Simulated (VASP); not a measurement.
Here is a VASP 6.6.1 calculation.

File INCAR:

```
SYSTEM = SnTe
PREC = Accurate ; ENCUT = 500
EDIFF = 1E-6 ; ISMEAR = 0
SIGMA = 0.01 ; LREAL = .False.
LASPH = .True. ; NELM = 120
ALGO = Normal ; ISIF = 2
LWAVE = .False. ; LCHARG = .True.
LELF = .True. ; LVHAR = .True.
NBANDS = 17 ; GGA_COMPAT = .False.
```

Contents of KPOINTS:

```
regular mesh
0
Gamma
  4 4 4
  0 0 0
```

Contents of POSCAR:

```
SnTe
1.0
    0.0000000000      3.6111500000      3.6111500000
    3.6111500000      0.0000000000      3.6111500000
    3.6111500000      3.6111500000      0.0000000000
Sn Te
1 1
Direct
    0.9951092009      0.9891007991      0.9873492009
    0.7376400000      0.7609500000      0.7361200000
```

Potentials or basis: VASP PAW LDA potentials, release 64 (Sn_d, Te).

Launch:

```console
$ cat potpaw_LDA.64/Sn_d/POTCAR potpaw_LDA.64/Te/POTCAR > POTCAR
$ mpirun -np 1 vasp_std > vasp.out
```

(1) Estimate the band gap on the k mesh.

(2) Predict the largest force.

(3) Predict the pressure.

Answers

(1) 0.01 eV, indirect (least direct gap 0.74 eV).

(2) 0.204 eV/Å.

(3) -2.3 GPa.

Caveat: spin-orbit coupling is left out, which moves the levels of the heavy elements.
